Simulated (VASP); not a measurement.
# In (C2/m) in VASP: further runs

Runs on In. Level: LDA. Tasks: single point.

Program: VASP 6.6.1. These are calculated values, not measurements. Logs are shortened: lines on timing, memory, paths and dates and some standing lists are left out, and cuts for length are marked.

**1. The cell of the first run**

It takes space group C2/m (No. 12, monoclinic). Conventional cell: a = 4.354 Å, b = 4.568 Å, c = 3.271 Å, α = 90.00°, β = 130.83°, γ = 90.00°. Within 4.2 Å of In (site symmetry 2/m) lie 12 In at 3.16 to 3.37 Å.

**2. Single point, LDA**

File INCAR:

```
SYSTEM = In
  PREC = Accurate
  ENCUT = 520
  EDIFF = 1E-6
  ISMEAR = -1
  SIGMA = 0.03
  LREAL = .FALSE.
  LASPH = .TRUE.
  NELM = 100
  ALGO = Normal
  ISIF = 2
  LWAVE = .FALSE.
  LCHARG = .FALSE.
  NBANDS = 12
```

File KPOINTS:

```
Automatic mesh
0
G
  12 12 14
  0 0 0
```

File POSCAR:

```
In
1.0
   -1.6019898026      1.6281983263      2.4755659685
    1.6281983263     -1.6019898026      2.4755659685
    1.5260503434      1.5260503434     -2.4583443292
In
1
Direct
    0.0000000000      0.0000000000      0.0000000000
```

Potentials or basis: VASP PAW LDA potentials, release 64 (In_d).

Launch:

```sh
$ cat potpaw_LDA.64/In_d/POTCAR > POTCAR
$ mpirun -np 1 vasp_std > vasp.out
```

OUTCAR:

```text
SYSTEM = In
   PREC = Accurate
   ENCUT = 520
   EDIFF = 1E-6
   ISMEAR = -1
   LREAL = .FALSE.
   LASPH = .TRUE.
   NELM = 100
   ISIF = 2

 ion  position               nearest neighbor table
   1  0.000  0.000  0.000-

  Warning from LATTYP: Got some problem with cell dimensions!
  Tried to take original basis but could not verify dimensions!
  LATTYP: Found a base centered monoclinic cell.
 ALAT       =     4.3535228873
 B/A-ratio  =     1.0493055806
 C/A-ratio  =     0.7514043533
 COS(beta)  =    -0.6537684941

  Lattice vectors:

 A1 = (   0.0759394592,  -3.1542486697,  -0.0172216393)
 A2 = (  -3.1542486697,   0.0759394592,  -0.0172216393)
 A3 = (   1.5260503434,   1.5260503434,  -2.4583443292)

Analysis of symmetry for initial positions (statically):
=====================================================================
 Subroutine PRICEL returns:
 Original cell was already a primitive cell.

 Routine SETGRP: Setting up the symmetry group for a
 base centered monoclinic supercell.

 Subroutine GETGRP returns: Found  4 space group operations
 (whereof  4 operations were pure point group operations)
 out of a pool of  4 trial point group operations.

The static configuration has the point symmetry C_2h.

Analysis of symmetry for dynamics (positions and initial velocities):
=====================================================================
 Subroutine PRICEL returns:
 Original cell was already a primitive cell.

 Routine SETGRP: Setting up the symmetry group for a
 base centered monoclinic supercell.

 Subroutine GETGRP returns: Found  4 space group operations
 (whereof  4 operations were pure point group operations)
 out of a pool of  4 trial point group operations.

The dynamic configuration has the point symmetry C_2h.

 Subroutine INISYM returns: Found  4 space group operations
 (whereof  4 operations are pure point group operations),
 and found     1 'primitive' translations

----------------------------------------------------------------------------------------

                                     Primitive cell

  volume of cell :      24.6144

  direct lattice vectors                    reciprocal lattice vectors
    -1.601989803  1.628198326  2.475565969     0.006516690  0.316096182  0.200266284
     1.628198326 -1.601989803  2.475565969     0.316096182  0.006516690  0.200266284
     1.526050343  1.526050343 -2.458344329     0.324872897  0.324872897 -0.003439391

  length of vectors
     3.368356867  3.368356867  3.271256050     0.374253721  0.374253721  0.459452531

[... 86 lines left out ...]
   POTIM  = 0.5000    time-step for ionic-motion
   TEBEG  =    0.0;   TEEND  =   0.0 temperature during run
   PSTRESS=    0.0 pullay stress
   NELECT =      13.0000    total number of electrons
   NUPDOWN=      -1.0000    fix difference up-down
   EMIN   =  10.00;   EMAX   =-10.00  energy-range for DOS
   EFERMI =   0.00;   METHOD = LEGACY
   ISMEAR =    -1;   SIGMA  =   0.03  broadening in eV -4-tet -1-fermi 0-gaus
   EFERMI_NEDOS =   21; number of points for ismear=-14 and -15
   IALGO  =     38    algorithm
   IMIX   =      4    mixing-type and parameters
     AMIX     =   0.40;   BMIX     =  1.00
     AMIX_MAG =   1.60;   BMIX_MAG =  1.00
  volume/ion in A,a.u.               =      24.61       166.11
  Fermi-wavevector in a.u.,A,eV,Ry     =   1.323304  2.500682 23.825622  1.751134
  Thomas-Fermi vector in A             =   2.452922
   LORBIT       =      0    0 simple, 1 ext, 2 COOP (PROOUT), +10 PAW based schemes
   GGA     = CA    functional components
   LHFCALC =     F    Hartree Fock is set to
   AEXX    =    0.0000 exact exchange contribution
   IVDW    =     0    specifies the selected vdW correction
   LEPSILON=     F    determine dielectric tensor
   LRPA    =     F    only Hartree local field effects (RPA)
 non-spin polarized calculation
  energy-cutoff  :      520.00
  volume of cell :       24.61
 maximum number of plane-waves:       676
 NGX is ok and might be reduce to    28
   NGX = 13   NGY = 13   NGZ = 13

 number of electron      12.9999997 magnetization

 Free energy of the ion-electron system (eV)
  ---------------------------------------------------
  ext. energy  EPLUGINS =         0.00000000
  ---------------------------------------------------
  free energy    TOTEN  =        -3.21965014 eV

  energy without entropy =       -3.21858457  energy(sigma->0) =       -3.21911735

 E-fermi :   7.9378     XC(G=0): -10.8200

 val. band max:        7.9244765815   @ k =  -0.2500   0.2500   0.3571
 cond. band min:       7.9440286362   @ k =  -0.0833   0.4167   0.2857
 fundamental gap:      0.0195520547
 Fermi energy:         7.9378449793

 k-point     1 :       0.0000    0.0000    0.0000
  band No.  band energies     occupation
      1      -6.8153      2.00000
      2      -6.6660      2.00000
      3      -6.5993      2.00000
      4      -6.5848      2.00000
      5      -6.4062      2.00000
      6      -2.0657      2.00000
      7      18.7579      0.00000
      8      18.9464      0.00000
      9      19.2809      0.00000
     10      19.8711      0.00000
     11      22.3947      0.00000
     12      22.6318      0.00000
[... 331 lines left out ...]
 k-point    24 :      -0.4167    0.1667    0.0000
  band No.  band energies     occupation
      1      -6.7847      2.00000
      2      -6.6696      2.00000
      3      -6.5665      2.00000
      4      -6.4561      2.00000
      5      -6.3108      2.00000
      6       1.6327      2.00000
      7       8.0610      0.03248
      8      14.1926      0.00000
      9      14.8730      0.00000
     10      17.7096      0.00000
     11      21.8710      0.00000
     12      22.8184      0.00000

 [... further k-points ...]

------------------------ aborting loop because EDIFF is reached ----------------------------------------

  FORCE on cell =-STRESS in cart. coord.  units (eV):
  Direction    XX          YY          ZZ          XY          YZ          ZX
  --------------------------------------------------------------------------------------
  -------------------------------------------------------------------------------------
  Total       -0.0122993     -0.0122993      0.0257032     -0.0208789      0.0023403      0.0023403
  in kB       -0.8005774     -0.8005774      1.6730524     -1.3590286      0.1523318      0.1523316
  external PRESSURE =       0.0239659 kB  Pullay stress =       0.0000000 kB

 VOLUME and BASIS-vectors are now :
 -----------------------------------------------------------------------------
  energy-cutoff  :      520.00
  volume of cell :       24.61
      direct lattice vectors                 reciprocal lattice vectors
    -1.601989803  1.628198326  2.475565969     0.006516690  0.316096182  0.200266284
     1.628198326 -1.601989803  2.475565969     0.316096182  0.006516690  0.200266284
     1.526050343  1.526050343 -2.458344329     0.324872897  0.324872897 -0.003439391

 POSITION                                       TOTAL-FORCE (eV/Angst)
 -----------------------------------------------------------------------------------
      0.00000      0.00000      0.00000        -0.000000      0.000000      0.000000
 -----------------------------------------------------------------------------------
    total drift:                                0.000000     -0.000000     -0.000000

  FREE ENERGIE OF THE ION-ELECTRON SYSTEM (eV)
  ---------------------------------------------------
  free  energy   TOTEN  =        -3.2196501424 eV

  energy  without entropy=       -3.2185845665  energy(sigma->0) =       -3.21911735
```

stdout:

```text
POSCAR found type information on POSCAR In
 POSCAR found :  1 types and       1 ions
 scaLAPACK will be used
 LDA part: xc-table for (Slater(with rela. corr.)+CA(PZ))
 , standard interpolation
 POSCAR, INCAR and KPOINTS ok, starting setup
 FFT: planning ... GRIDC
 FFT: planning ... GRID_SOFT
 FFT: planning ... GRID
 WAVECAR not read
 entering main loop
```

It took 93 s on 1 thread of Intel Xeon Platinum 8259CL at 2.50GHz (Skylake/Cascade Lake), shared host; peak memory 0.26 GiB.

Results:

```yaml
Free_energy: -3.2197 eV
Pressure: 0.0 GPa
```

Caveat: spin-orbit coupling is left out, which moves the levels of the heavy elements.

**3. Single point, LDA**

File INCAR:

```
PREC = Accurate ; ENCUT = 520
EDIFF = 1E-6 ; ISMEAR = -1
SIGMA = 0.2 ; LREAL = F
LASPH = T ; NELM = 60
ALGO = Normal ; ISIF = 2
LWAVE = F ; LCHARG = F
NBANDS = 12
```

File KPOINTS:

```
Automatic mesh
0
Gamma
  12 12 14
```

POSCAR is that of step 2.

Potentials or basis: VASP PAW LDA potentials, release 64 (In_d).

Launch:

```sh
$ cat potpaw_LDA.64/In_d/POTCAR > POTCAR
$ mpirun -np 1 vasp_std > vasp.out
```

Wall time 2.1 min (1 thread of Intel Xeon Platinum 8259CL at 2.50GHz (Skylake/Cascade Lake), shared host); peak memory 0.26 GiB.

The run converged. Its results:

```yaml
Free_energy: -3.2460 eV
Pressure: 0.2 GPa
```

Stress tensor (GPa, compression positive):
```
 0.19  0.09 -0.02
 0.09  0.19 -0.02
-0.02 -0.02  0.10
```

Levels at points of the mesh, in eV from the Fermi level:
```csv
k point,band 2,band 3,band 4,band 5,band 6,band 7,band 8,band 9,band 10,band 11
"(0.00, 0.00, 0.00)",-14.59,-14.52,-14.51,-14.33,-9.99,10.83,11.02,11.36,11.95,14.47
"(0.50, 0.00, 0.00)",-14.69,-14.53,-14.27,-14.20,-4.44,-3.63,7.51,9.67,11.62,11.95
"(0.50, 0.50, 0.00)",-14.78,-14.26,-14.26,-14.10,-2.29,-1.80,3.66,4.52,7.60,8.09
"(0.00, 0.00, 0.50)",-14.79,-14.25,-14.23,-14.11,-1.70,-0.91,3.10,3.60,6.88,7.31
"(0.50, 0.00, 0.50)",-14.69,-14.53,-14.26,-14.19,-4.27,-3.57,7.20,9.66,11.29,11.75
"(0.50, 0.50, 0.50)",-14.77,-14.23,-14.22,-14.18,-3.28,-3.06,5.07,5.31,8.89,9.04
```

Caveat: spin-orbit coupling is left out, which moves the levels of the heavy elements.

**4. Single point, LDA**

File INCAR:

```
PREC = Accurate
ENCUT = 520
EDIFF = 1E-6
ISMEAR = 1
SIGMA = 0.3
LREAL = False
LASPH = True
NELM = 80
ALGO = Normal
ISIF = 2
LWAVE = False
LCHARG = False
NBANDS = 12
```

File KPOINTS:

```
regular mesh
0
Gamma
  12 12 14
```

POSCAR is that of step 3.

Launch:

```sh
$ cat potpaw_LDA.64/In_d/POTCAR > POTCAR
$ mpirun -np 1 vasp_std > vasp.out
```

Wall time 4 min (1 thread of AMD EPYC 7R13, shared host); peak memory 0.23 GiB.

The run converged. Its results:

```yaml
Free_energy: -3.2187 eV
Pressure: 0.0 GPa
```

Stress tensor (GPa, compression positive):
```
-0.03 -0.05  0.01
-0.05 -0.03  0.01
 0.01  0.01  0.05
```

Levels at points of the mesh, in eV from the Fermi level:
```tsv
k point	band 3	band 4	band 5	band 6	band 7	band 8	band 9	band 10
(0.00, 0.00, 0.00)	-14.52	-14.50	-14.32	-9.98	10.84	11.03	11.36	11.95
(0.50, 0.00, 0.00)	-14.53	-14.26	-14.19	-4.44	-3.62	7.52	9.68	11.62
(0.50, 0.50, 0.00)	-14.26	-14.25	-14.09	-2.28	-1.79	3.67	4.52	7.60
(0.00, 0.00, 0.50)	-14.24	-14.22	-14.10	-1.70	-0.91	3.11	3.61	6.88
(0.50, 0.00, 0.50)	-14.52	-14.26	-14.18	-4.27	-3.57	7.21	9.67	11.30
(0.50, 0.50, 0.50)	-14.22	-14.21	-14.18	-3.28	-3.05	5.08	5.31	8.90
```

Caveat: spin-orbit coupling is left out, which moves the levels of the heavy elements.

**5. Single point, LDA**

File INCAR:

```
  PREC = Accurate
  ENCUT = 520
  EDIFF = 1E-6
  ISMEAR = 1
  SIGMA = 0.6
  LREAL = F
  LASPH = T
  NELM = 100
  ALGO = Normal
  ISIF = 2
  LWAVE = F
  LCHARG = T
  LELF = T
  LVHAR = T
  NBANDS = 12
```

File KPOINTS:

```
Automatic mesh
0
Gamma
  12 12 14
```

POSCAR is that of step 4.

Launch:

```sh
$ cat potpaw_LDA.64/In_d/POTCAR > POTCAR
$ mpirun -np 1 vasp_std > vasp.out
```

Wall time 4.6 min (1 thread of AMD EPYC 7R13, shared host); peak memory 0.23 GiB.

The run converged. Its results:

```
Free energy : -3.2174 eV
Pressure    : 0.0 GPa
```

Stress tensor (GPa, compression positive):
```
 0.00  0.12  0.01
 0.12  0.00  0.01
 0.01  0.01 -0.04
```

Levels at points of the mesh, in eV from the Fermi level:
```tsv
k point	band 3	band 4	band 5	band 6	band 7	band 8	band 9	band 10
(0.00, 0.00, 0.00)	-14.52	-14.51	-14.33	-9.99	10.84	11.02	11.36	11.95
(0.50, 0.00, 0.00)	-14.53	-14.27	-14.20	-4.44	-3.63	7.51	9.67	11.62
(0.50, 0.50, 0.00)	-14.26	-14.26	-14.10	-2.29	-1.80	3.66	4.52	7.60
(0.00, 0.00, 0.50)	-14.25	-14.23	-14.11	-1.70	-0.91	3.10	3.60	6.88
(0.50, 0.00, 0.50)	-14.53	-14.26	-14.19	-4.27	-3.57	7.20	9.66	11.29
(0.50, 0.50, 0.50)	-14.23	-14.22	-14.18	-3.28	-3.06	5.07	5.31	8.90
```

Caveat: spin-orbit coupling is left out, which moves the levels of the heavy elements.

**6. Single point, LDA**

File INCAR:

```
PREC = Accurate
ENCUT = 520
EDIFF = 1E-6
ISMEAR = 1
SIGMA = 1.0
LREAL = F
LASPH = T
NELM = 100
ALGO = Normal
ISIF = 2
LWAVE = F
LCHARG = T
GGA = CA
LELF = T
LVHAR = T
NBANDS = 12
```

KPOINTS is that of step 5.

POSCAR is that of step 5.

Potentials or basis: VASP PAW LDA potentials, release 64 (In_d).

Launch:

```sh
$ cat potpaw_LDA.64/In_d/POTCAR > POTCAR
$ mpirun -np 1 vasp_std > vasp.out
```

It took 4.5 min on 1 thread of AMD EPYC 7R13, shared host; peak memory 0.23 GiB.

The run converged. Its results:

| Quantity | Value |
| --- | --- |
| Free energy | -3.2151 eV |
| Pressure | 0.0 GPa |

Stress tensor (GPa, compression positive):
```
 0.06  0.15 -0.05
 0.15  0.06 -0.05
-0.05 -0.05 -0.09
```

Levels at points of the mesh, in eV from the Fermi level:
| k point | band 4 | band 5 | band 6 | band 7 | band 8 | band 9 |
| --- | --- | --- | --- | --- | --- | --- |
| (0.00, 0.00, 0.00) | -14.52 | -14.34 | -10.00 | 10.82 | 11.01 | 11.35 |
| (0.50, 0.00, 0.00) | -14.28 | -14.21 | -4.45 | -3.64 | 7.50 | 9.66 |
| (0.50, 0.50, 0.00) | -14.27 | -14.11 | -2.30 | -1.81 | 3.65 | 4.51 |
| (0.00, 0.00, 0.50) | -14.24 | -14.12 | -1.71 | -0.92 | 3.09 | 3.59 |
| (0.50, 0.00, 0.50) | -14.27 | -14.20 | -4.28 | -3.58 | 7.19 | 9.65 |
| (0.50, 0.50, 0.50) | -14.23 | -14.19 | -3.29 | -3.07 | 5.06 | 5.30 |

Caveat: spin-orbit coupling is left out, which moves the levels of the heavy elements.

**7. Overview**

```tsv
smearing	gap on the mesh (eV)	pressure (GPa)
fermi-dirac 0.03 eV	none	0.0
fermi-dirac 0.2 eV	none	0.2
methfessel-paxton 0.3 eV	none	0.0
methfessel-paxton 0.6 eV	none	0.0
methfessel-paxton 1 eV	none	0.0
```

Alike in all rows: task single point; level LDA; potentials or basis VASP PAW LDA potentials, release 64 (In_d); no spin polarisation; cell as given; k mesh 12 × 12 × 14; cutoff (eV) 520.

Every run on the cell as given and a fine mesh finds a metal.

Caveats: spin-orbit coupling is left out, which moves the levels of the heavy elements.

Total energies depend on the potentials used, so only differences within one code and one set of settings carry meaning.
